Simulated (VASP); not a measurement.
# KBr (I4/mmm) in VASP: further runs

Runs on KBr. Level: LDA. Tasks: single point.

Everything below comes from runs of VASP 6.6.1. Logs are shortened: lines on timing, memory, paths and dates and some standing lists are left out, and cuts for length are marked.

## 1. The cell of the first run

The structure is tetragonal, space group I4/mmm (No. 139). The conventional cell has a = 4.508 Å, b = 4.508 Å, c = 6.343 Å, α = 90.00°, β = 90.00°, γ = 90.00°. Within 4.2 Å of K (site symmetry 4/mmm) lie 6 Br at 3.17 to 3.19 Å. Within 4.2 Å of Br (site symmetry 4/mmm) lie 6 K at 3.17 to 3.19 Å.

## 2. Single point, LDA (z stretched by -0.5 %, x and y held)

INCAR reads:

```
SYSTEM = KBr
  PREC = Accurate
  ENCUT = 520
  EDIFF = 1E-6
  ISMEAR = 0
  SIGMA = 0.01
  LREAL = .False.
  LASPH = .True.
  NELM = 80
  ALGO = Normal
  ISIF = 2
  LWAVE = .False.
  LCHARG = .True.
  GGA = CA
  LELF = .True.
  LVHAR = .True.
  NBANDS = 15
```

KPOINTS reads:

```
regular mesh
0
Gamma
  6 6 6
  0 0 0
```

POSCAR reads:

```
KBr
1.0
    0.0000000000      3.1875533123      3.1716155458
    3.1875533123      0.0000000000      3.1716155458
    3.1875533123      3.1875533123      0.0000000000
K Br
1 1
Direct
    0.0000000000      0.0000000000      0.0000000000
    0.5000000000      0.5000000000      0.5000000000
```

Potentials or basis: VASP PAW LDA potentials, release 64 (K_sv, Br).

Run with:

```sh
$ cat potpaw_LDA.64/K_sv/POTCAR potpaw_LDA.64/Br/POTCAR > POTCAR
$ mpirun -np 1 vasp_std > vasp.out
```

OUTCAR:

```text
SYSTEM = KBr
   PREC = Accurate
   ENCUT = 520
   EDIFF = 1E-6
   ISMEAR = 0
   LREAL = .False.
   LASPH = .True.
   NELM = 80
   ISIF = 2
   GGA = CA

 ion  position               nearest neighbor table
   1  0.000  0.000  0.000-   2 3.17   2 3.17   2 3.19   2 3.19   2 3.19   2 3.19
   2  0.500  0.500  0.500-   1 3.17   1 3.17   1 3.19   1 3.19   1 3.19   1 3.19

  LATTYP: Found a body centered tetragonal cell.
 ALAT       =     4.5078811250
 C/A-ratio  =     1.4071424946

  Lattice vectors:

 A1 = (   0.0000000000,  -3.1875533123,  -3.1716155458)
 A2 = (   0.0000000000,   3.1875533123,  -3.1716155458)
 A3 = (   3.1875533123,   0.0000000000,   3.1716155458)

Analysis of symmetry for initial positions (statically):
=====================================================================
 Subroutine PRICEL returns:
 Original cell was already a primitive cell.

 Routine SETGRP: Setting up the symmetry group for a
 body centered tetragonal supercell.

 Subroutine GETGRP returns: Found 16 space group operations
 (whereof 16 operations were pure point group operations)
 out of a pool of 16 trial point group operations.

The static configuration has the point symmetry D_4h.

Analysis of symmetry for dynamics (positions and initial velocities):
=====================================================================
 Subroutine PRICEL returns:
 Original cell was already a primitive cell.

 Routine SETGRP: Setting up the symmetry group for a
 body centered tetragonal supercell.

 Subroutine GETGRP returns: Found 16 space group operations
 (whereof 16 operations were pure point group operations)
 out of a pool of 16 trial point group operations.

The dynamic configuration has the point symmetry D_4h.

 Subroutine INISYM returns: Found 16 space group operations
 (whereof 16 operations are pure point group operations),
 and found     1 'primitive' translations

----------------------------------------------------------------------------------------

                                     Primitive cell

  volume of cell :      64.4504

  direct lattice vectors                    reciprocal lattice vectors
     0.000000000  3.187553312  3.171615546    -0.156860122  0.156860122  0.157648363
     3.187553312  0.000000000  3.171615546     0.156860122 -0.156860122  0.157648363
     3.187553312  3.187553312  0.000000000     0.156860122  0.156860122 -0.157648363

  length of vectors
     4.496625545  4.496625545  4.507881125     0.272145553  0.272145553  0.272145553

  position of ions in fractional coordinates (direct lattice)
     0.000000000  0.000000000  0.000000000
     0.500000000  0.500000000  0.500000000

  ion indices of the primitive-cell ions
   primitive index   ion index
                 1           1
                 2           2

----------------------------------------------------------------------------------------

 KPOINTS: regular mesh

Automatic generation of k-mesh.
 Grid dimensions read from file:
 generate k-points for:    6    6    6

 Generating k-lattice:

  Cartesian coordinates                     Fractional coordinates (reciprocal lattice)
    -0.026143354  0.026143354  0.026274727     0.166666667  0.000000000  0.000000000
     0.026143354 -0.026143354  0.026274727     0.000000000  0.166666667  0.000000000
     0.026143354  0.026143354 -0.026274727     0.000000000  0.000000000  0.166666667

  Length of vectors
     0.045357592  0.045357592  0.045357592

  Shift w.r.t. Gamma in fractional coordinates (k-lattice)
     0.000000000  0.000000000  0.000000000

 Subroutine IBZKPT returns following result:
 ===========================================

 Found     30 irreducible k-points:

 Following reciprocal coordinates:
            Coordinates               Weight
  0.000000  0.000000  0.000000      1.000000
  0.166667 -0.000000  0.000000      8.000000
  0.333333 -0.000000  0.000000      8.000000
  0.500000 -0.000000  0.000000      4.000000
  0.166667  0.166667  0.000000      2.000000
  0.333333  0.166667  0.000000      8.000000
[... 16 lines left out ...]
  0.333333  0.000000  0.333333      4.000000
  0.500000  0.000000  0.333333     16.000000
 [... further k-points ...]
   k-points           NKPTS =     30   k-points in BZ     NKDIM =     30   number of bands    NBANDS=     15
   number of dos      NEDOS =    301   number of ions     NIONS =      2
   total plane-waves  NPLWV =  46656
   dimension x,y,z NGX =    36 NGY =   36 NGZ =   36
   dimension x,y,z NGXF=    72 NGYF=   72 NGZF=   72
   ions per type =               1   1
   NGX,Y,Z   is equivalent  to a cutoff of  13.31, 13.31, 13.28 a.u.
   NGXF,Y,Z  is equivalent  to a cutoff of  26.62, 26.62, 26.55 a.u.
 SYSTEM =  KBr
   PREC   = accura    normal or accurate (medium, high low for compatibility)
   ISTART =      0    job   : 0-new  1-cont  2-samecut
   ICHARG =      2    charge: 1-file 2-atom 10-const
   ISPIN  =      1    spin polarized calculation?
   LNONCOLLINEAR =      F non collinear calculations
   LSORBIT =      F    spin-orbit coupling
   LASPH  =      T    aspherical Exc in radial PAW
   ENCUT  =  520.0 eV  38.22 Ry    6.18 a.u.   8.36  8.36  8.38*2*pi/ulx,y,z
   NELM   =     80;   NELMIN=  2; NELMDL= -5     # of ELM steps
   EDIFF  = 0.1E-05   stopping-criterion for ELM
   LREAL  =      F    real-space projection
   EDIFFG = 0.1E-04   stopping-criterion for IOM
   NSW    =      0    number of steps for IOM
   IBRION =     -1    ionic relax: 0-MD 1-quasi-New 2-CG
   NFREE  =      0    steps in history (QN), initial steepest desc. (CG)
   ISIF   =      2    stress and relaxation
   ISYM   =      2    0-nonsym 1-usesym 2-fastsym
   POTIM  = 0.5000    time-step for ionic-motion
   TEBEG  =    0.0;   TEEND  =   0.0 temperature during run
   PSTRESS=    0.0 pullay stress
   NELECT =      16.0000    total number of electrons
   NUPDOWN=      -1.0000    fix difference up-down
   EMIN   =  10.00;   EMAX   =-10.00  energy-range for DOS
   EFERMI =   0.00;   METHOD = LEGACY
   ISMEAR =     0;   SIGMA  =   0.01  broadening in eV -4-tet -1-fermi 0-gaus
   EFERMI_NEDOS =   21; number of points for ismear=-14 and -15
   IALGO  =     38    algorithm
   IMIX   =      4    mixing-type and parameters
     AMIX     =   0.40;   BMIX     =  1.00
     AMIX_MAG =   1.60;   BMIX_MAG =  1.00
  volume/ion in A,a.u.               =      32.23       217.47
  Fermi-wavevector in a.u.,A,eV,Ry     =   1.028900  1.944338 14.403596  1.058634
  Thomas-Fermi vector in A             =   2.162920
   LORBIT       =      0    0 simple, 1 ext, 2 COOP (PROOUT), +10 PAW based schemes
   GGA     = CA    functional components
   LHFCALC =     F    Hartree Fock is set to
   AEXX    =    0.0000 exact exchange contribution
   IVDW    =     0    specifies the selected vdW correction
   LEPSILON=     F    determine dielectric tensor
   LRPA    =     F    only Hartree local field effects (RPA)
 non-spin polarized calculation
 Gauss-broadening in eV      SIGMA  =   0.01
  energy-cutoff  :      520.00
  volume of cell :       64.45
 maximum number of plane-waves:      1791
 NGX is ok and might be reduce to    36
   NGX = 17   NGY = 17   NGZ = 17

 number of electron      16.0000000 magnetization

 Free energy of the ion-electron system (eV)
  ---------------------------------------------------
  ext. energy  EPLUGINS =         0.00000000
  ---------------------------------------------------
  free energy    TOTEN  =        -6.83419702 eV

  energy without entropy =       -6.83419702  energy(sigma->0) =       -6.83419702

 E-fermi :  -1.3612     XC(G=0):  -8.3305

 val. band max:       -1.4252921518   @ k =   0.0000   0.0000   0.0000
 cond. band min:       2.9103164335   @ k =   0.0000   0.0000   0.0000
 fundamental gap:      4.3356085853
 Fermi energy:        -1.3611728718

 k-point     1 :       0.0000    0.0000    0.0000
  band No.  band energies     occupation
      1     -28.6337      2.00000
      2     -13.9021      2.00000
      3     -12.3605      2.00000
      4     -12.3587      2.00000
      5     -12.3587      2.00000
      6      -1.4307      2.00000
      7      -1.4307      2.00000
      8      -1.4253      2.00000
      9       2.9103      0.00000
     10       5.8979      0.00000
     11       5.8979      0.00000
     12       5.9320      0.00000
     13       6.8468      0.00000
     14       6.8730      0.00000
     15      10.0224      0.00000

 k-point     2 :       0.1667   -0.0000    0.0000
  band No.  band energies     occupation
      1     -28.6309      2.00000
      2     -13.9589      2.00000
      3     -12.3616      2.00000
      4     -12.3609      2.00000
      5     -12.2782      2.00000
      6      -1.9053      2.00000
      7      -1.5541      2.00000
      8      -1.5511      2.00000
      9       3.6617      0.00000
     10       5.7802      0.00000
     11       6.2645      0.00000
     12       6.2847      0.00000
     13       7.2790      0.00000
     14       7.3082      0.00000
     15      11.0803      0.00000

 k-point     3 :       0.3333   -0.0000    0.0000
  band No.  band energies     occupation
      1     -28.6252      2.00000
      2     -14.0593      2.00000
      3     -12.3653      2.00000
      4     -12.3651      2.00000
      5     -12.1277      2.00000
      6      -2.6239      2.00000
      7      -1.7812      2.00000
      8      -1.7793      2.00000
      9       4.7294      0.00000
     10       6.2611      0.00000
     11       7.2464      0.00000
     12       7.2618      0.00000
     13       8.3495      0.00000
     14       8.3847      0.00000
     15      10.4229      0.00000
[... 343 lines left out ...]
 k-point    23 :       0.3333    0.0000    0.3333
  band No.  band energies     occupation
      1     -28.6227      2.00000
      2     -13.8931      2.00000
      3     -12.4065      2.00000
      4     -12.4030      2.00000
      5     -12.3376      2.00000
      6      -2.4519      2.00000
      7      -1.6999      2.00000
      8      -1.6986      2.00000
      9       4.3066      0.00000
     10       5.1880      0.00000
     11       7.6104      0.00000
     12       8.3654      0.00000
     13       8.5659      0.00000
     14       8.5816      0.00000
     15       9.7548      0.00000

 k-point    24 :       0.5000    0.0000    0.3333
  band No.  band energies     occupation
      1     -28.6200      2.00000
      2     -13.8684      2.00000
      3     -12.4626      2.00000
      4     -12.4069      2.00000
      5     -12.3294      2.00000
      6      -2.4136      2.00000
      7      -1.9589      2.00000
      8      -1.7931      2.00000
      9       4.4737      0.00000
     10       6.1461      0.00000
     11       7.6004      0.00000
     12       8.1585      0.00000
     13       8.5410      0.00000
     14       9.1488      0.00000
     15       9.7678      0.00000

 [... further k-points ...]
[... 5 lines left out ...]
  --------------------------------------------------------------------------------------
  -------------------------------------------------------------------------------------
  Total        0.0350960      0.0350960      0.1307014      0.0000000     -0.0000000      0.0000000
  in kB        0.8724543      0.8724543      3.2491183      0.0000000     -0.0000000      0.0000000
  external PRESSURE =       1.6646756 kB  Pullay stress =       0.0000000 kB

 VOLUME and BASIS-vectors are now :
 -----------------------------------------------------------------------------
  energy-cutoff  :      520.00
  volume of cell :       64.45
      direct lattice vectors                 reciprocal lattice vectors
     0.000000000  3.187553312  3.171615546    -0.156860122  0.156860122  0.157648363
     3.187553312  0.000000000  3.171615546     0.156860122 -0.156860122  0.157648363
     3.187553312  3.187553312  0.000000000     0.156860122  0.156860122 -0.157648363

 POSITION                                       TOTAL-FORCE (eV/Angst)
 -----------------------------------------------------------------------------------
      0.00000      0.00000      0.00000         0.000000     -0.000000     -0.000000
      3.18755      3.18755      3.17162        -0.000000      0.000000      0.000000
 -----------------------------------------------------------------------------------
    total drift:                                0.000000      0.000000      0.000000

  FREE ENERGIE OF THE ION-ELECTRON SYSTEM (eV)
  ---------------------------------------------------
  free  energy   TOTEN  =        -6.8341970205 eV

  energy  without entropy=       -6.8341970205  energy(sigma->0) =       -6.83419702
```

Wall time 12 s (1 thread of Intel Xeon Platinum 8559C (Emerald Rapids), shared host); peak memory 0.18 GiB.

Results:

- Free energy: -6.8342 eV
- Pressure: 0.2 GPa
- Band gap on the k mesh: 4.34 eV, direct

Levels at points of the mesh, in eV from the valence-band top:
| k point | band 4 | band 5 | band 6 | band 7 | band 8 | band 9 | band 10 | band 11 | band 12 | band 13 |
| --- | --- | --- | --- | --- | --- | --- | --- | --- | --- | --- |
| (0.00, 0.00, 0.00) | -10.93 | -10.93 | -0.01 | -0.01 | 0.00 | 4.34 | 7.32 | 7.32 | 7.36 | 8.27 |
| (0.50, 0.00, 0.00) | -10.94 | -10.63 | -1.50 | -0.46 | -0.46 | 6.47 | 8.31 | 9.79 | 9.80 | 10.15 |
| (0.50, 0.50, 0.00) | -11.00 | -11.00 | -0.96 | -0.35 | -0.35 | 5.39 | 7.27 | 9.36 | 9.77 | 9.86 |
| (0.50, 0.00, 0.50) | -11.00 | -10.99 | -0.98 | -0.34 | -0.34 | 5.40 | 7.26 | 9.35 | 9.75 | 9.86 |

Caveat: the cell differs from its parent crystal (z stretched by -0.5 %, x and y held).

## 3. Single point, LDA (z stretched by +0.5 %, x and y held)

INCAR reads:

```
SYSTEM = KBr
  PREC = Accurate
  ENCUT = 520
  EDIFF = 1E-7
  ISMEAR = 0
  SIGMA = 0.01
  LREAL = .FALSE.
  LASPH = .TRUE.
  NELM = 100
  ALGO = Normal
  ISIF = 2
  LWAVE = .FALSE.
  LCHARG = .FALSE.
  GGA = CA
  NBANDS = 15
```

KPOINTS reads:

```
regular mesh
0
G
  6 6 6
  0 0 0
```

POSCAR reads:

```
KBr
1.0
    0.0000000000      3.1875533123      3.2034910789
    3.1875533123      0.0000000000      3.2034910789
    3.1875533123      3.1875533123      0.0000000000
K Br
1 1
Direct
    0.0000000000      0.0000000000      0.0000000000
    0.5000000000      0.5000000000      0.5000000000
```

Potentials or basis: VASP PAW LDA potentials, release 64 (K_sv, Br).

Run with:

```sh
$ cat potpaw_LDA.64/K_sv/POTCAR potpaw_LDA.64/Br/POTCAR > POTCAR
$ mpirun -np 1 vasp_std > vasp.out
```

Run time: 12 s. Hardware: 1 thread of Intel Xeon Platinum 8559C (Emerald Rapids), shared host; peak memory 0.18 GiB.

It converged, with:

```yaml
Free_energy: -6.8345 eV
Pressure: 0.0 GPa
Band_gap_on_the_k_mesh: 4.31 eV, direct
```

Stress tensor (GPa, compression positive):
```
 0.03  0.00  0.00
 0.00  0.03  0.00
 0.00  0.00 -0.19
```

Levels at points of the mesh, in eV from the valence-band top:
```csv
k point,band 5,band 6,band 7,band 8,band 9,band 10,band 11,band 12
"(0.00, 0.00, 0.00)",-10.95,0.00,0.00,0.00,4.31,7.32,7.35,7.35
"(0.50, 0.00, 0.00)",-10.65,-1.47,-0.45,-0.45,6.45,8.28,9.77,9.77
"(0.50, 0.50, 0.00)",-11.01,-0.97,-0.33,-0.33,5.42,7.23,9.34,9.69
"(0.50, 0.00, 0.50)",-11.00,-0.96,-0.34,-0.34,5.41,7.23,9.35,9.71
```

Caveat: the cell differs from its parent crystal (z stretched by +0.5 %, x and y held).
